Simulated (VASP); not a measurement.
A run of VASP 6.6.1:

File INCAR:

```
SYSTEM = PtS2
PREC = Accurate
ENCUT = 520
EDIFF = 1E-6
ISMEAR = -1
SIGMA = 0.05
LREAL = .False.
LASPH = .True.
NELM = 80
ALGO = Normal
ISIF = 2
LWAVE = .False.
LCHARG = .True.
GGA = PS
IVDW = 12
LELF = .True.
LVHAR = .True.
NBANDS = 18
```

File KPOINTS:

```
regular mesh
0
Gamma
  9 9 5
  0 0 0
```

Contents of POSCAR:

```
PtS2
1.0
    3.5432000000      0.0000000000      0.0000000000
   -1.7716000000      3.0685012107      0.0000000000
    0.0000000000      0.0000000000      5.0388000000
Pt S
1 2
Direct
    0.0000000000      0.0000000000      0.0000000000
    0.6666666667      0.3333333333      0.7730000000
    0.3333333333      0.6666666667      0.2270000000
```

Potentials or basis: VASP PAW PBE potentials, release 64 (Pt, S).

Command:

```sh
$ cat potpaw_PBE.64/Pt/POTCAR potpaw_PBE.64/S/POTCAR > POTCAR
$ mpirun -np 1 vasp_std > vasp.out
```

Hardware: 1 thread of Intel Xeon 8259CL, with other jobs on the host.

Problem. How long does it take, and how much memory?

Solution. Wall time 77 s on 1 thread of Intel Xeon 8259CL (shared host), peak memory 0.22 GiB. Counts: scf iterations 13, k points 50.
